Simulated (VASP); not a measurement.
# NaB (Fm-3m) in VASP: further runs

NaB is run at these levels: PBE; tasks: single point.

Everything below comes from runs of VASP 6.6.1. Logs are shortened: lines on timing, memory, paths and dates and some standing lists are left out, and cuts for length are marked.

## 1. The cell of the first run

It takes space group Fm-3m (No. 225, cubic). Conventional cell: a = 5.438 Å, b = 5.438 Å, c = 5.438 Å, α = 90.00°, β = 90.00°, γ = 90.00°. Na (site symmetry m-3m) has 6 B at 2.72 Å within 3.6 Å. B (site symmetry m-3m) has 6 Na at 2.72 Å within 3.6 Å.

## 2. Single point, PBE

File INCAR:

```
SYSTEM = NaB
ALGO = Normal
EDIFF = 1E-6
ENCUT = 520
GGA = PE
ISIF = 2
ISMEAR = -1
LASPH = .True.
LCHARG = .False.
LREAL = .False.
LWAVE = .False.
NBANDS = 12
NELM = 80
PREC = Accurate
SIGMA = 0.15
```

File KPOINTS:

```
k-points
0
Gamma
  9 9 9
  0 0 0
```

File POSCAR:

```
NaB
1.0
    0.0000000000      2.7191881291      2.7191881291
    2.7191881291      0.0000000000      2.7191881291
    2.7191881291      2.7191881291      0.0000000000
Na B
1 1
Direct
    0.0000000000      0.0000000000      0.0000000000
    0.5000000000      0.5000000000      0.5000000000
```

Potentials or basis: VASP PAW PBE potentials, release 64 (Na_pv, B).

Run with:

```bash
cat potpaw_PBE.64/Na_pv/POTCAR potpaw_PBE.64/B/POTCAR > POTCAR
mpirun -np 1 vasp_std > vasp.out
```

OUTCAR:

```text
SYSTEM = NaB
   EDIFF = 1E-6
   ENCUT = 520
   GGA = PE
   ISIF = 2
   ISMEAR = -1
   LASPH = .True.
   LREAL = .False.
   NELM = 80
   PREC = Accurate

 ion  position               nearest neighbor table
   1  0.000  0.000  0.000-
   2  0.500  0.500  0.500-

  LATTYP: Found a face centered cubic cell.
 ALAT       =     5.4383762582

  Lattice vectors:

 A1 = (   0.0000000000,   2.7191881291,   2.7191881291)
 A2 = (   2.7191881291,   0.0000000000,   2.7191881291)
 A3 = (   2.7191881291,   2.7191881291,   0.0000000000)

Analysis of symmetry for initial positions (statically):
=====================================================================
 Subroutine PRICEL returns:
 Original cell was already a primitive cell.

 Routine SETGRP: Setting up the symmetry group for a
 face centered cubic supercell.

 Subroutine GETGRP returns: Found 48 space group operations
[... 9 lines left out ...]

 Routine SETGRP: Setting up the symmetry group for a
 face centered cubic supercell.

 Subroutine GETGRP returns: Found 48 space group operations
[... 11 lines left out ...]
                                     Primitive cell

  volume of cell :      40.2113

  direct lattice vectors                    reciprocal lattice vectors
     0.000000000  2.719188129  2.719188129    -0.183878414  0.183878414  0.183878414
     2.719188129  0.000000000  2.719188129     0.183878414 -0.183878414  0.183878414
     2.719188129  2.719188129  0.000000000     0.183878414  0.183878414 -0.183878414

  length of vectors
     3.845512731  3.845512731  3.845512731     0.318486755  0.318486755  0.318486755

  position of ions in fractional coordinates (direct lattice)
     0.000000000  0.000000000  0.000000000
     0.500000000  0.500000000  0.500000000

  ion indices of the primitive-cell ions
   primitive index   ion index
                 1           1
                 2           2

----------------------------------------------------------------------------------------

 KPOINTS: k-points

Automatic generation of k-mesh.
 Grid dimensions read from file:
 generate k-points for:    9    9    9

 Generating k-lattice:

  Cartesian coordinates                     Fractional coordinates (reciprocal lattice)
    -0.020430935  0.020430935  0.020430935     0.111111111  0.000000000  0.000000000
     0.020430935 -0.020430935  0.020430935     0.000000000  0.111111111  0.000000000
     0.020430935  0.020430935 -0.020430935     0.000000000  0.000000000  0.111111111

  Length of vectors
     0.035387417  0.035387417  0.035387417

  Shift w.r.t. Gamma in fractional coordinates (k-lattice)
     0.000000000  0.000000000  0.000000000

 Subroutine IBZKPT returns following result:
 ===========================================

 Found     35 irreducible k-points:

 Following reciprocal coordinates:
            Coordinates               Weight
  0.000000  0.000000  0.000000      1.000000
  0.111111  0.000000  0.000000      8.000000
  0.222222  0.000000  0.000000      8.000000
  0.333333  0.000000  0.000000      8.000000
  0.444444  0.000000  0.000000      8.000000
  0.111111  0.111111  0.000000      6.000000
[... 16 lines left out ...]
 -0.333333  0.333333  0.000000     12.000000
  0.444444  0.444444  0.000000      6.000000
 [... further k-points ...]
   k-points           NKPTS =     35   k-points in BZ     NKDIM =     35   number of bands    NBANDS=     12
   number of dos      NEDOS =    301   number of ions     NIONS =      2
   total plane-waves  NPLWV =  27000
   dimension x,y,z NGX =    30 NGY =   30 NGZ =   30
   dimension x,y,z NGXF=    60 NGYF=   60 NGZF=   60
   ions per type =               1   1
   NGX,Y,Z   is equivalent  to a cutoff of  12.97, 12.97, 12.97 a.u.
   NGXF,Y,Z  is equivalent  to a cutoff of  25.94, 25.94, 25.94 a.u.
 SYSTEM =  NaB
   PREC   = accura    normal or accurate (medium, high low for compatibility)
   ISTART =      0    job   : 0-new  1-cont  2-samecut
   ICHARG =      2    charge: 1-file 2-atom 10-const
   ISPIN  =      1    spin polarized calculation?
   LNONCOLLINEAR =      F non collinear calculations
   LSORBIT =      F    spin-orbit coupling
   LASPH  =      T    aspherical Exc in radial PAW
   ENCUT  =  520.0 eV  38.22 Ry    6.18 a.u.   7.15  7.15  7.15*2*pi/ulx,y,z
   NELM   =     80;   NELMIN=  2; NELMDL= -5     # of ELM steps
   EDIFF  = 0.1E-05   stopping-criterion for ELM
   LREAL  =      F    real-space projection
   EDIFFG = 0.1E-04   stopping-criterion for IOM
   NSW    =      0    number of steps for IOM
   IBRION =     -1    ionic relax: 0-MD 1-quasi-New 2-CG
   NFREE  =      0    steps in history (QN), initial steepest desc. (CG)
   ISIF   =      2    stress and relaxation
   ISYM   =      2    0-nonsym 1-usesym 2-fastsym
   POTIM  = 0.5000    time-step for ionic-motion
   TEBEG  =    0.0;   TEEND  =   0.0 temperature during run
   PSTRESS=    0.0 pullay stress
   NELECT =      10.0000    total number of electrons
   NUPDOWN=      -1.0000    fix difference up-down
   EMIN   =  10.00;   EMAX   =-10.00  energy-range for DOS
   EFERMI =   0.00;   METHOD = LEGACY
   ISMEAR =    -1;   SIGMA  =   0.15  broadening in eV -4-tet -1-fermi 0-gaus
   EFERMI_NEDOS =   21; number of points for ismear=-14 and -15
   IALGO  =     38    algorithm
   IMIX   =      4    mixing-type and parameters
     AMIX     =   0.40;   BMIX     =  1.00
     AMIX_MAG =   1.60;   BMIX_MAG =  1.00
  volume/ion in A,a.u.               =      20.11       135.68
  Fermi-wavevector in a.u.,A,eV,Ry     =   1.029498  1.945469 14.420359  1.059866
  Thomas-Fermi vector in A             =   2.163549
   LORBIT       =      0    0 simple, 1 ext, 2 COOP (PROOUT), +10 PAW based schemes
   GGA     = PE    functional components
   LHFCALC =     F    Hartree Fock is set to
   AEXX    =    0.0000 exact exchange contribution
   IVDW    =     0    specifies the selected vdW correction
   LEPSILON=     F    determine dielectric tensor
   LRPA    =     F    only Hartree local field effects (RPA)
 non-spin polarized calculation
  energy-cutoff  :      520.00
  volume of cell :       40.21
 maximum number of plane-waves:      1094
 NGX is ok and might be reduce to    30
   NGX = 15   NGY = 15   NGZ = 15

 number of electron      10.0000000 magnetization

 number of electron       9.9999993 magnetization

 Free energy of the ion-electron system (eV)
  ---------------------------------------------------
  ext. energy  EPLUGINS =         0.00000000
  ---------------------------------------------------
  free energy    TOTEN  =        -4.34519923 eV

  energy without entropy =       -4.26058494  energy(sigma->0) =       -4.30289208

 E-fermi :   0.5952     XC(G=0):  -8.1797

 val. band max:        0.5901024543   @ k =  -0.4444   0.3333   0.0000
 cond. band min:       0.6567280047   @ k =  -0.2222   0.3333   0.1111
 fundamental gap:      0.0666255504
 Fermi energy:         0.5951915429

 k-point     1 :       0.0000    0.0000    0.0000
  band No.  band energies     occupation
      1     -22.4968      2.00000
      2     -22.4968      2.00000
      3     -22.4968      2.00000
      4      -6.4476      2.00000
      5       2.8882      0.00000
      6       2.8882      0.00000
      7       2.8882      0.00000
      8       7.6338      0.00000
      9      10.6770      0.00000
     10      10.6770      0.00000
     11      10.6770      0.00000
     12      12.8655      0.00000

 k-point     2 :       0.1111    0.0000    0.0000
  band No.  band energies     occupation
      1     -22.5010      2.00000
      2     -22.4973      2.00000
      3     -22.4973      2.00000
      4      -6.3054      2.00000
      5       2.3491      0.00002
      6       2.8112      0.00000
      7       2.8112      0.00000
      8       7.9499      0.00000
      9       9.9509      0.00000
     10      10.8928      0.00000
     11      10.8928      0.00000
     12      13.6312      0.00000

 k-point     3 :       0.2222    0.0000    0.0000
  band No.  band energies     occupation
      1     -22.5115      2.00000
      2     -22.4984      2.00000
      3     -22.4984      2.00000
      4      -5.8979      2.00000
      5       1.1453      0.04980
      6       2.6294      0.00000
      7       2.6294      0.00000
      8       8.0743      0.00000
      9       9.8313      0.00000
     10      11.1788      0.00000
     11      11.1788      0.00000
     12      13.3637      0.00000

 k-point     4 :       0.3333    0.0000    0.0000
  band No.  band energies     occupation
      1     -22.5234      2.00000
      2     -22.4996      2.00000
      3     -22.4996      2.00000
      4      -5.3012      2.00000
      5      -0.1613      1.98718
      6       2.4419      0.00001
      7       2.4419      0.00001
      8       7.6938      0.00000
      9      10.6688      0.00000
     10      10.9881      0.00000
     11      10.9881      0.00000
     12      14.0158      0.00000

 k-point     5 :       0.4444    0.0000    0.0000
  band No.  band energies     occupation
      1     -22.5311      2.00000
      2     -22.5004      2.00000
      3     -22.5004      2.00000
      4      -4.7499      2.00000
      5      -1.1089      1.99998
      6       2.3285      0.00002
      7       2.3285      0.00002
      8       7.4603      0.00000
      9      10.7580      0.00000
     10      10.7580      0.00000
     11      11.3554      0.00000
     12      13.6261      0.00000

 k-point     6 :       0.1111    0.1111    0.0000
  band No.  band energies     occupation
      1     -22.5007      2.00000
      2     -22.4983      2.00000
      3     -22.4983      2.00000
      4      -6.2588      2.00000
      5       2.3830      0.00001
      6       2.6859      0.00000
      7       2.6859      0.00000
      8       8.0915      0.00000
      9       9.5106      0.00000
     10      11.1180      0.00000
     11      11.1180      0.00000
     12      12.6642      0.00000

 k-point     7 :       0.2222    0.1111    0.0000
  band No.  band energies     occupation
      1     -22.5085      2.00000
      2     -22.4998      2.00000
      3     -22.4991      2.00000
      4      -5.9417      2.00000
      5       1.5045      0.00465
      6       2.4777      0.00001
      7       2.5207      0.00001
      8       8.4196      0.00000
      9       9.0790      0.00000
     10      11.1946      0.00000
     11      11.5293      0.00000
     12      12.2484      0.00000

 k-point     8 :       0.3333    0.1111    0.0000
  band No.  band energies     occupation
      1     -22.5194      2.00000
      2     -22.5011      2.00000
      3     -22.5005      2.00000
      4      -5.4070      2.00000
      5       0.2941      1.76318
      6       2.2620      0.00003
      7       2.2930      0.00002
      8       8.0779      0.00000
      9       9.8835      0.00000
     10      10.5512      0.00000
     11      11.5026      0.00000
     12      13.2309      0.00000
[... 166 lines left out ...]
 k-point    20 :       0.3333    0.3333    0.0000
  band No.  band energies     occupation
      1     -22.5206      2.00000
      2     -22.5060      2.00000
      3     -22.5060      2.00000
      4      -4.9714      2.00000
      5       0.1872      1.87638
      6       1.8255      0.00055
      7       1.8255      0.00055
      8       7.1551      0.00000
      9       8.1376      0.00000
     10      11.0162      0.00000
     11      13.4246      0.00000
     12      13.4246      0.00000

 k-point    21 :       0.4444    0.3333    0.0000
  band No.  band energies     occupation
      1     -22.5244      2.00000
      2     -22.5089      2.00000
      3     -22.5071      2.00000
      4      -4.5476      2.00000
      5      -0.2906      1.99456
      6       1.3743      0.01104
      7       1.7192      0.00111
      8       7.1725      0.00000
      9       7.9946      0.00000
     10      11.1265      0.00000
     11      13.5087      0.00000
     12      13.9861      0.00000

 k-point    22 :      -0.4444    0.3333    0.0000
  band No.  band energies     occupation
      1     -22.5242      2.00000
      2     -22.5139      2.00000
      3     -22.5064      2.00000
      4      -4.2305      2.00000
      5      -0.4351      1.99792
      6       0.5901      1.01696
      7       1.7594      0.00085
      8       7.4648      0.00000
      9       8.7974      0.00000
     10      10.8942      0.00000
     11      13.0582      0.00000
     12      14.0533      0.00000

 k-point    23 :      -0.3333    0.3333    0.0000
  band No.  band energies     occupation
      1     -22.5200      2.00000
      2     -22.5189      2.00000
      3     -22.5043      2.00000
      4      -4.2605      2.00000
      5      -0.1110      1.98212
      6       0.0172      1.95846
      7       1.9344      0.00027
      8       7.9777      0.00000
      9       9.8169      0.00000
     10      10.3341      0.00000
     11      12.4923      0.00000
     12      14.1355      0.00000

 k-point    24 :       0.4444    0.4444    0.0000
  band No.  band energies     occupation
      1     -22.5271      2.00000
      2     -22.5088      2.00000
      3     -22.5088      2.00000
      4      -4.3007      2.00000
      5      -0.6402      1.99947
      6       1.5866      0.00269
      7       1.5866      0.00269
      8       6.6664      0.00000
      9       7.3446      0.00000
     10      11.6595      0.00000
     11      14.3537      0.00000
     12      14.3537      0.00000

 [... further k-points ...]
[... 5 lines left out ...]
  --------------------------------------------------------------------------------------
  -------------------------------------------------------------------------------------
  Total       -0.1684895     -0.1684895     -0.1684895     -0.0000000     -0.0000000      0.0000000
  in kB       -6.7132926     -6.7132926     -6.7132926     -0.0000000     -0.0000000      0.0000000
  external PRESSURE =      -6.7132926 kB  Pullay stress =       0.0000000 kB

 VOLUME and BASIS-vectors are now :
 -----------------------------------------------------------------------------
  energy-cutoff  :      520.00
  volume of cell :       40.21
      direct lattice vectors                 reciprocal lattice vectors
     0.000000000  2.719188129  2.719188129    -0.183878414  0.183878414  0.183878414
     2.719188129  0.000000000  2.719188129     0.183878414 -0.183878414  0.183878414
     2.719188129  2.719188129  0.000000000     0.183878414  0.183878414 -0.183878414

 POSITION                                       TOTAL-FORCE (eV/Angst)
 -----------------------------------------------------------------------------------
      0.00000      0.00000      0.00000         0.000000     -0.000000     -0.000000
      2.71919      2.71919      2.71919        -0.000000      0.000000      0.000000
 -----------------------------------------------------------------------------------
    total drift:                               -0.000000      0.000000      0.000000

  FREE ENERGIE OF THE ION-ELECTRON SYSTEM (eV)
  ---------------------------------------------------
  free  energy   TOTEN  =        -4.3451992300 eV

  energy  without entropy=       -4.2605849380  energy(sigma->0) =       -4.30289208
```

It took 7.9 s on 1 thread of Intel Xeon Platinum 8488C (Sapphire Rapids), shared host; peak memory 0.16 GiB.

What came out:

- Free energy: -4.3452 eV
- Pressure: -0.7 GPa
- Band gap on the k mesh: zero (band 5 reaches 2.89 eV, above the bottom of band 6 at 0.02 eV)

Levels at points of the mesh, in eV from the Fermi level:
```tsv
k point	band 3	band 4	band 5	band 6	band 7	band 8
(0.00, 0.00, 0.00)	-23.09	-7.04	2.29	2.29	2.29	7.04
```

## 3. Single point, PBE

This run uses another cell than the first one, of 20.49 Å³/atom, 1.019 times its volume.

File INCAR:

```
PREC = Accurate ; ENCUT = 520
EDIFF = 1E-7 ; ISMEAR = -1
SIGMA = 0.15 ; LREAL = False
LASPH = True ; NELM = 60
ALGO = Normal ; ISIF = 2
LWAVE = False ; LCHARG = True
GGA = PE ; LELF = True
LVHAR = True ; NBANDS = 12
```

File KPOINTS:

```
Automatic mesh
0
Gamma
  9 9 9
```

File POSCAR:

```
NaB
1.0
    0.0000000000      2.7365082657      2.7365082657
    2.7365082657      0.0000000000      2.7365082657
    2.7365082657      2.7365082657      0.0000000000
Na B
1 1
Direct
    0.0000000000      0.0000000000      0.0000000000
    0.5000000000      0.5000000000      0.5000000000
```

Potentials or basis: VASP PAW PBE potentials, release 64 (Na_pv, B).

Run with:

```bash
cat potpaw_PBE.64/Na_pv/POTCAR potpaw_PBE.64/B/POTCAR > POTCAR
mpirun -np 1 vasp_std > vasp.out
```

It took 9.7 s on 1 thread of Intel Xeon Platinum 8488C (Sapphire Rapids), shared host; peak memory 0.16 GiB.

Results (log left out):

```
Free energy            : -4.3409 eV
Pressure               : -1.1 GPa
Band gap on the k mesh : zero (band 5 reaches 2.77 eV, above the bottom of band 6 at -0.04 eV)
```

Levels at points of the mesh, in eV from the Fermi level:
```
           k point  band 3  band 4  band 5  band 6  band 7  band 8
(0.00, 0.00, 0.00)  -23.12   -6.99    2.25    2.25    2.25    6.86
```
